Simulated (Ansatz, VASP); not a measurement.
# MgO in VASP and in Ansatz

```xyz
2
Lattice="0.0000 2.1272 2.1272 2.1272 0.0000 2.1272 2.1272 2.1272 0.0000" Properties=species:S:1:pos:R:3 pbc="T T T"
Mg    0.0000    0.0000    0.0000
O     2.1272    2.1272    2.1272
```

Alike in both runs: functional PBE; k mesh 4 × 4 × 4; occupations fermi-dirac, width 0.02 eV; no spin polarisation.

Ansatz relaxed the structure, and its values are those at the end. VASP's run is a single point on that final structure, the one shown.

```csv
,VASP,Ansatz
version,VASP 6.6.1,Ansatz 0.2 development build
potentials or method,"VASP PAW PBE potentials, release 64 (Mg, O), cutoff 600 eV","all-electron full-potential LAPW, scalar-relativistic"
```

```tsv
	VASP	Ansatz	Ansatz less VASP
pressure (GPa)	-1.1	0.0	+1.10
```

Ansatz ran all-electron here, and VASP with PAW potentials.

The k mesh is coarse, so the values compare programs but aren't converged.
